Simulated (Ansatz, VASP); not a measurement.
# One calculation of CdS, two programs

File INCAR:

```
SYSTEM = CdS
  PREC = Accurate
  ENCUT = 520
  EDIFF = 1E-7
  ISMEAR = 0
  SIGMA = 0.01
  LREAL = .False.
  LASPH = .True.
  NELM = 150
  ALGO = Normal
  ISIF = 2
  LWAVE = .False.
  LCHARG = .False.
  MAGMOM = 0 0 0 0 0 0
  LORBIT = 11
  LSORBIT = .True.
  GGA_COMPAT = .False.
  LORBMOM = .True.
  GGA = PS
  NBANDS = 30
```

Contents of KPOINTS:

```
regular mesh
0
Gamma
  8 8 8
  0 0 0
```

Contents of POSCAR:

```
CdS
1.0
    2.9464493508      2.9464493508      0.0000000000
   -2.9464493508      2.9464493508      0.0000000000
    0.0000000000      2.9464493508      2.9464493508
Cd S
1 1
Direct
    0.0000000000      0.0000000000      0.0000000000
    0.7500000000      0.2500000000      0.5000000000
```

Input for Ansatz:

```yaml
crystal:
  lattice:
    - [2.94644935079, 2.94644935079, 0.0]
    - [-2.94644935079, 2.94644935079, 0.0]
    - [0.0, 2.94644935079, 2.94644935079]
  atoms:
    - { symbol: Cd, position: [0.0, 0.0, 0.0] }
    - { symbol: S, position: [0.75, 0.25, 0.5] }
kpoints:
  mp_grid: { grid: [8, 8, 8] }
scf:
  occupations: { method: fixed }
  convergence: { dr2_threshold: 1.0e-10 }
hamiltonian:
  xc: pbesol
  pseudopotentials: { kind: all_electron, lapw: { basis_error: 0.0005 } }
magnetization:
  noncollinear: true
  spin_orbit: true
output:
  forces: true
  stress: true
  eigenstates:
    kpoints:
      - [0.0, 0.0, 0.0]
      - [-0.5, -0.5, -0.5]
      - [-0.5, 0.5, 0.0]
      - [0.0, 0.0, -0.5]
      - [0.0, -0.5, -0.5]
      - [0.0, 0.5, 0.0]
      - [-0.5, 0.0, 0.0]
      - [-0.5, 0.0, -0.5]
  eigenvalues: true
```

Alike in both runs: task single point; functional PBEsol; k mesh 8 × 8 × 8; non-collinear spin, spin-orbit coupling.

```csv
,VASP,Ansatz
version,VASP 6.6.1,Ansatz 0.2.0
potentials or method,"VASP PAW PBE potentials, release 64 (Cd, S), cutoff 520 eV",all-electron LAPW
occupations,"gaussian, width 0.01 eV",fixed
```

```tsv
	VASP	Ansatz	Ansatz less VASP
pressure (GPa)	-1.7	-2.0	-0.34
net moment per atom (μB)	0.00	0.00	0.000
```

VASP's potentials were made for PBE, not for PBEsol. Ansatz ran all-electron here, and VASP with PAW potentials.
